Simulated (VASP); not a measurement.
# HfB2 (P6/mmm) in VASP: further runs

HfB2 is run at these levels: PBE; tasks: single point.

All numbers are computed with VASP 6.6.1; they aren't measurements. Logs are shortened: lines on timing, memory, paths and dates and some standing lists are left out, and cuts for length are marked.

### 1 The cell of the first run

It takes space group P6/mmm (No. 191, hexagonal). The conventional cell has a = 3.140 Å, b = 3.140 Å, c = 3.480 Å, α = 90.00°, β = 90.00°, γ = 120.00°. Within 3.3 Å of Hf (site symmetry 6/mmm) lie 12 B at 2.51 Å and 6 Hf at 3.14 Å. B (site symmetry -6m2) has 3 B at 1.81 Å within 2.4 Å.

### 2 Single point, PBE

Input file INCAR:

```
ALGO = Normal ; EDIFF = 1E-7
ENCUT = 520 ; GGA = PE
ISIF = 2 ; ISMEAR = 1
LASPH = T ; LCHARG = F
LREAL = F ; LWAVE = F
NBANDS = 15 ; NELM = 80
PREC = Accurate ; SIGMA = 0.1
```

Input file KPOINTS:

```
k-points
0
Gamma
  11 11 9
```

Input file POSCAR:

```
HfB2
1.0
    3.1400000000      0.0000000000      0.0000000000
   -1.5700000000      2.7193200000      0.0000000000
    0.0000000000      0.0000000000      3.4800000000
Hf B
1 2
Direct
    0.0000000000      0.0000000000      0.0000000000
    0.3333333333      0.6666666667      0.5000000000
    0.6666666667      0.3333333333      0.5000000000
```

Potentials or basis: VASP PAW PBE potentials, release 64 (Hf_pv, B).

Command:

```console
> cat potpaw_PBE.64/Hf_pv/POTCAR potpaw_PBE.64/B/POTCAR > POTCAR
> mpirun -np 1 vasp_std > vasp.out
```

OUTCAR:

```text
EDIFF = 1E-7
   ENCUT = 520
   GGA = PE
   ISIF = 2
   ISMEAR = 1
   LASPH = T
   LREAL = F
   NELM = 80
   PREC = Accurate

 ion  position               nearest neighbor table
   1  0.000  0.000  0.000-   2 2.51   3 2.51   2 2.51   3 2.51   3 2.51   3 2.51   2 2.51   2 2.51
                             3 2.51   3 2.51   2 2.51   2 2.51
   2  0.333  0.667  0.500-   3 1.81   3 1.81   3 1.81   1 2.51   1 2.51   1 2.51   1 2.51   1 2.51
                             1 2.51
   3  0.667  0.333  0.500-   2 1.81   2 1.81   2 1.81   1 2.51   1 2.51   1 2.51   1 2.51   1 2.51
                             1 2.51

  LATTYP: Found a hexagonal cell.
 ALAT       =     3.1400000000
 C/A-ratio  =     1.1082802548

  Lattice vectors:

 A1 = (   3.1400000000,   0.0000000000,   0.0000000000)
 A2 = (  -1.5700000000,   2.7193200000,   0.0000000000)
 A3 = (   0.0000000000,   0.0000000000,   3.4800000000)

Analysis of symmetry for initial positions (statically):
=====================================================================
 Subroutine PRICEL returns:
 Original cell was already a primitive cell.

 Routine SETGRP: Setting up the symmetry group for a
 hexagonal supercell.

 Subroutine GETGRP returns: Found 24 space group operations
 (whereof 24 operations were pure point group operations)
 out of a pool of 24 trial point group operations.

The static configuration has the point symmetry D_6h.

Analysis of symmetry for dynamics (positions and initial velocities):
=====================================================================
 Subroutine PRICEL returns:
 Original cell was already a primitive cell.

 Routine SETGRP: Setting up the symmetry group for a
 hexagonal supercell.

 Subroutine GETGRP returns: Found 24 space group operations
 (whereof 24 operations were pure point group operations)
 out of a pool of 24 trial point group operations.

The dynamic configuration has the point symmetry D_6h.

 Subroutine INISYM returns: Found 24 space group operations
 (whereof 24 operations are pure point group operations),
 and found     1 'primitive' translations

----------------------------------------------------------------------------------------

                                     Primitive cell

  volume of cell :      29.7146

  direct lattice vectors                    reciprocal lattice vectors
     3.140000000  0.000000000  0.000000000     0.318471338  0.183869497  0.000000000
    -1.570000000  2.719320000  0.000000000     0.000000000  0.367738994  0.000000000
     0.000000000  0.000000000  3.480000000     0.000000000  0.000000000  0.287356322

  length of vectors
     3.140000000  3.140000201  3.480000000     0.367739017  0.367738994  0.287356322

  position of ions in fractional coordinates (direct lattice)
     0.000000000  0.000000000  0.000000000
     0.333333333  0.666666667  0.500000000
     0.666666667  0.333333333  0.500000000

  ion indices of the primitive-cell ions
   primitive index   ion index
                 1           1
                 2           2
                 3           3

----------------------------------------------------------------------------------------

 KPOINTS: k-points

Automatic generation of k-mesh.
 Grid dimensions read from file:
 generate k-points for:   11   11    9

 Generating k-lattice:

  Cartesian coordinates                     Fractional coordinates (reciprocal lattice)
     0.028951940  0.016715409  0.000000000     0.090909091  0.000000000  0.000000000
     0.000000000  0.033430818  0.000000000     0.000000000  0.090909091  0.000000000
     0.000000000  0.000000000  0.031928480     0.000000000  0.000000000  0.111111111

  Length of vectors
     0.033430820  0.033430818  0.031928480

  Shift w.r.t. Gamma in fractional coordinates (k-lattice)
     0.000000000  0.000000000  0.000000000

 Subroutine IBZKPT returns following result:
 ===========================================

 Found     80 irreducible k-points:

 Following reciprocal coordinates:
            Coordinates               Weight
  0.000000  0.000000  0.000000      1.000000
  0.090909  0.000000  0.000000      6.000000
  0.181818  0.000000  0.000000      6.000000
  0.272727  0.000000  0.000000      6.000000
  0.363636  0.000000  0.000000      6.000000
  0.454545  0.000000  0.000000      6.000000
[... 16 lines left out ...]
  0.090909  0.090909  0.111111     12.000000
  0.181818  0.090909  0.111111     24.000000
 [... further k-points ...]
   k-points           NKPTS =     80   k-points in BZ     NKDIM =     80   number of bands    NBANDS=     15
   number of dos      NEDOS =    301   number of ions     NIONS =      3
   total plane-waves  NPLWV =  16128
   dimension x,y,z NGX =    24 NGY =   24 NGZ =   28
   dimension x,y,z NGXF=    48 NGYF=   48 NGZF=   56
   ions per type =               1   2
   NGX,Y,Z   is equivalent  to a cutoff of  12.71, 12.71, 13.38 a.u.
   NGXF,Y,Z  is equivalent  to a cutoff of  25.41, 25.41, 26.75 a.u.
 SYSTEM =  unknown system
   PREC   = accura    normal or accurate (medium, high low for compatibility)
   ISTART =      0    job   : 0-new  1-cont  2-samecut
   ICHARG =      2    charge: 1-file 2-atom 10-const
   ISPIN  =      1    spin polarized calculation?
   LNONCOLLINEAR =      F non collinear calculations
   LSORBIT =      F    spin-orbit coupling
   LASPH  =      T    aspherical Exc in radial PAW
   ENCUT  =  520.0 eV  38.22 Ry    6.18 a.u.   5.84  5.84  6.47*2*pi/ulx,y,z
   NELM   =     80;   NELMIN=  2; NELMDL= -5     # of ELM steps
   EDIFF  = 0.1E-06   stopping-criterion for ELM
   LREAL  =      F    real-space projection
   EDIFFG = 0.1E-05   stopping-criterion for IOM
   NSW    =      0    number of steps for IOM
   IBRION =     -1    ionic relax: 0-MD 1-quasi-New 2-CG
   NFREE  =      0    steps in history (QN), initial steepest desc. (CG)
   ISIF   =      2    stress and relaxation
   ISYM   =      2    0-nonsym 1-usesym 2-fastsym
   POTIM  = 0.5000    time-step for ionic-motion
   TEBEG  =    0.0;   TEEND  =   0.0 temperature during run
   PSTRESS=    0.0 pullay stress
   NELECT =      16.0000    total number of electrons
   NUPDOWN=      -1.0000    fix difference up-down
   EMIN   =  10.00;   EMAX   =-10.00  energy-range for DOS
   EFERMI =   0.00;   METHOD = LEGACY
   ISMEAR =     1;   SIGMA  =   0.10  broadening in eV -4-tet -1-fermi 0-gaus
   EFERMI_NEDOS =   21; number of points for ismear=-14 and -15
   IALGO  =     38    algorithm
   IMIX   =      4    mixing-type and parameters
     AMIX     =   0.40;   BMIX     =  1.00
     AMIX_MAG =   1.60;   BMIX_MAG =  1.00
  volume/ion in A,a.u.               =       9.90        66.84
  Fermi-wavevector in a.u.,A,eV,Ry     =   1.331860  2.516850 24.134692  1.773850
  Thomas-Fermi vector in A             =   2.460838
   LORBIT       =      0    0 simple, 1 ext, 2 COOP (PROOUT), +10 PAW based schemes
   GGA     = PE    functional components
   LHFCALC =     F    Hartree Fock is set to
   AEXX    =    0.0000 exact exchange contribution
   IVDW    =     0    specifies the selected vdW correction
   LEPSILON=     F    determine dielectric tensor
   LRPA    =     F    only Hartree local field effects (RPA)
 non-spin polarized calculation
 Methfessel and Paxton  Order N= 1 SIGMA  =   0.10
  energy-cutoff  :      520.00
  volume of cell :       29.71
 maximum number of plane-waves:       820
 NGX is ok and might be reduce to    24
   NGX = 11   NGY = 11   NGZ = 13

 number of electron      15.9999998 magnetization

 Free energy of the ion-electron system (eV)
  ---------------------------------------------------
  ext. energy  EPLUGINS =         0.00000000
  ---------------------------------------------------
  free energy    TOTEN  =       -26.40508110 eV

  energy without entropy =      -26.40512919  energy(sigma->0) =      -26.40509713

 E-fermi :   7.6175     XC(G=0): -12.5968

 val. band max:        7.4924001362   @ k =   0.1818   0.1818   0.1111
 cond. band min:       7.6467815615   @ k =   0.2727   0.1818   0.0000
 fundamental gap:      0.1543814253
 Fermi energy:         7.6174754128

 k-point     1 :       0.0000    0.0000    0.0000
  band No.  band energies     occupation
      1     -22.9676      2.00000
      2     -22.4685      2.00000
      3     -22.4685      2.00000
      4      -6.0833      2.00000
      5       4.6668      2.00000
      6       4.7735      2.00000
      7       4.7735      2.00000
      8       4.8893      2.00000
      9      11.6948      0.00000
     10      11.6948      0.00000
     11      12.3316      0.00000
     12      12.3316      0.00000
     13      12.6618      0.00000
     14      12.6618      0.00000
     15      12.6647      0.00000

 k-point     2 :       0.0909    0.0000    0.0000
  band No.  band energies     occupation
      1     -22.9572      2.00000
      2     -22.5328      2.00000
      3     -22.4827      2.00000
      4      -5.9049      2.00000
      5       4.2719      2.00000
      6       4.7368      2.00000
      7       4.7619      2.00000
      8       4.8452      2.00000
      9      11.1029      0.00000
     10      11.5704      0.00000
     11      11.6012      0.00000
     12      11.9101      0.00000
     13      13.2195      0.00000
     14      13.5760      0.00000
     15      13.9134      0.00000

 k-point     3 :       0.1818    0.0000    0.0000
  band No.  band energies     occupation
      1     -22.9291      2.00000
      2     -22.7017      2.00000
      3     -22.5207      2.00000
      4      -5.3926      2.00000
      5       3.1143      2.00000
      6       4.3817      2.00000
      7       4.6940      2.00000
      8       5.2424      2.00000
      9       9.9795      0.00000
     10      11.2595      0.00000
     11      11.3612      0.00000
     12      11.9634      0.00000
     13      13.6545      0.00000
     14      14.6712      0.00000
     15      15.1190      0.00000
[... 343 lines left out ...]
 k-point    23 :       0.0909    0.0909    0.1111
  band No.  band energies     occupation
      1     -22.9701      2.00000
      2     -22.6422      2.00000
      3     -22.5102      2.00000
      4      -5.3823      2.00000
      5       3.5120      2.00000
      6       3.5929      2.00000
      7       4.5854      2.00000
      8       6.0913      2.00000
      9       9.3374     -0.00000
     10      10.6999      0.00000
     11      11.9512      0.00000
     12      12.7946      0.00000
     13      13.8876      0.00000
     14      13.9023      0.00000
     15      14.6427      0.00000

 k-point    24 :       0.1818    0.0909    0.1111
  band No.  band energies     occupation
      1     -22.9366      2.00000
      2     -22.8223      2.00000
      3     -22.5634      2.00000
      4      -4.7542      2.00000
      5       2.3816      2.00000
      6       3.5470      2.00000
      7       4.1801      2.00000
      8       6.2405      2.00000
      9       8.6368     -0.00000
     10      11.0949      0.00000
     11      11.7799      0.00000
     12      12.6608      0.00000
     13      14.0543      0.00000
     14      14.6482      0.00000
     15      16.2060      0.00000

 [... further k-points ...]
[... 5 lines left out ...]
  --------------------------------------------------------------------------------------
  -------------------------------------------------------------------------------------
  Total        0.1591287      0.1591287      0.2140265      0.0000000     -0.0000000     -0.0000000
  in kB        8.5800518      8.5800533     11.5400831      0.0000000     -0.0000000     -0.0000000
  external PRESSURE =       9.5667294 kB  Pullay stress =       0.0000000 kB

 VOLUME and BASIS-vectors are now :
 -----------------------------------------------------------------------------
  energy-cutoff  :      520.00
  volume of cell :       29.71
      direct lattice vectors                 reciprocal lattice vectors
     3.140000000  0.000000000  0.000000000     0.318471338  0.183869497  0.000000000
    -1.570000000  2.719320000  0.000000000     0.000000000  0.367738994  0.000000000
     0.000000000  0.000000000  3.480000000     0.000000000  0.000000000  0.287356322

 POSITION                                       TOTAL-FORCE (eV/Angst)
 -----------------------------------------------------------------------------------
      0.00000      0.00000      0.00000         0.000000      0.000000      0.000000
     -0.00000      1.81288      1.74000         0.000000      0.000000      0.000000
      1.57000      0.90644      1.74000        -0.000000     -0.000000      0.000000
 -----------------------------------------------------------------------------------
    total drift:                               -0.000000      0.000000      0.000000

  FREE ENERGIE OF THE ION-ELECTRON SYSTEM (eV)
  ---------------------------------------------------
  free  energy   TOTEN  =       -26.4050810959 eV

  energy  without entropy=      -26.4051291941  energy(sigma->0) =      -26.40509713
```

Wall time 37 s (1 thread of AMD EPYC 7R43 (Zen 3), shared host); peak memory 0.13 GiB.

Results:

* Free energy: -26.4051 eV
* Pressure: 1.0 GPa
* Band gap on the k mesh: zero (band 8 reaches 8.47 eV, above the bottom of band 9 at 7.17 eV)

Stress tensor (GPa, compression positive):
```
0.86 0.00 0.00
0.00 0.86 0.00
0.00 0.00 1.15
```

Caveat: spin-orbit coupling is left out, which moves the levels of the heavy elements.

### 3 Single point, PBE

Input file INCAR:

```
SYSTEM = HfB2
PREC = Accurate
ENCUT = 520
EDIFF = 1E-7
ISMEAR = 1
SIGMA = 0.1
LREAL = .False.
LASPH = .True.
NELM = 60
ALGO = Normal
ISIF = 2
LWAVE = .False.
LCHARG = .True.
GGA = PE
LELF = .True.
LVHAR = .True.
NBANDS = 15
```

Input file KPOINTS:

```
regular mesh
0
Gamma
  11 11 9
  0 0 0
```

POSCAR is that of step 2.

Potentials or basis: VASP PAW PBE potentials, release 64 (Hf_pv, B).

Command:

```console
> cat potpaw_PBE.64/Hf_pv/POTCAR potpaw_PBE.64/B/POTCAR > POTCAR
> mpirun -np 1 vasp_std > vasp.out
```

It took 33 s on 1 thread of AMD EPYC 7R43 (Zen 3), shared host; peak memory 0.13 GiB.

It converged, with:

```yaml
Free_energy: -26.4051 eV
Pressure: 1.0 GPa
Band_gap_on_the_k_mesh: zero (band 8 reaches 8.47 eV, above the bottom of band 9 at 7.17 eV)
```

Stress tensor (GPa, compression positive):
```
0.86 0.00 0.00
0.00 0.86 0.00
0.00 0.00 1.15
```

Levels at points of the mesh, in eV from the Fermi level:
| k point | band 6 | band 7 | band 8 | band 9 | band 10 | band 11 |
| --- | --- | --- | --- | --- | --- | --- |
| (0.00, 0.00, 0.00) | -2.84 | -2.84 | -2.73 | 4.08 | 4.08 | 4.71 |

Caveat: spin-orbit coupling is left out, which moves the levels of the heavy elements.
